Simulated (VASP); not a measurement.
Write the native input for VASP 6.6.1 that does the following.

| Property | Result |
| --- | --- |
| Task | single point |
| Functional | BLYP |
| Potentials or basis | VASP PAW PBE potentials, release 64 (Al) |
| Cutoff | 520 eV |
| k mesh | 13 × 13 × 13 |
| Occupations | fermi-dirac, width 0.1 eV |
| Spin | no spin polarisation |
| Dipole correction | no |
| Further INCAR settings | ALGO = Normal; EDIFF = 1e-06; NBANDS = 8 |

The structure of Al lies in POSCAR:

```
Al
1.0
    0.0000000000      2.0556305634      2.0556305634
    2.0556305634      0.0000000000      2.0556305634
    2.0556305634      2.0556305634      0.0000000000
Al
1
Direct
    0.0000000000      0.0000000000      0.0000000000
```

These files were run (other wordings do the same):

INCAR

```
SYSTEM = Al
PREC = Accurate
ENCUT = 520
EDIFF = 1E-6
ISMEAR = -1
SIGMA = 0.1
LREAL = .False.
LASPH = .True.
NELM = 80
ALGO = Normal
ISIF = 2
LWAVE = .False.
LCHARG = .False.
GGA = B5
ALDAX = 1.0
AGGAX = 1.0
AGGAC = 1.0
ALDAC = 0.0
NBANDS = 8
```

KPOINTS

```
Automatic mesh
0
Gamma
  13 13 13
  0 0 0
```

Potentials or basis: VASP PAW PBE potentials, release 64 (Al).

The run is started by

```bash
$ cat potpaw_PBE.64/Al/POTCAR > POTCAR
$ mpirun -np 1 vasp_std > vasp.out
```

It gave:

```json
{"Pressure": "0.1 GPa"}
```

Caveat: the PAW data sets were made with another functional, which shifts forces and pressure a little.

Wall time 4.9 s on 1 thread of Intel(R) Xeon(R) 6975P-C (Granite Rapids) (shared host), peak memory 0.13 GiB.
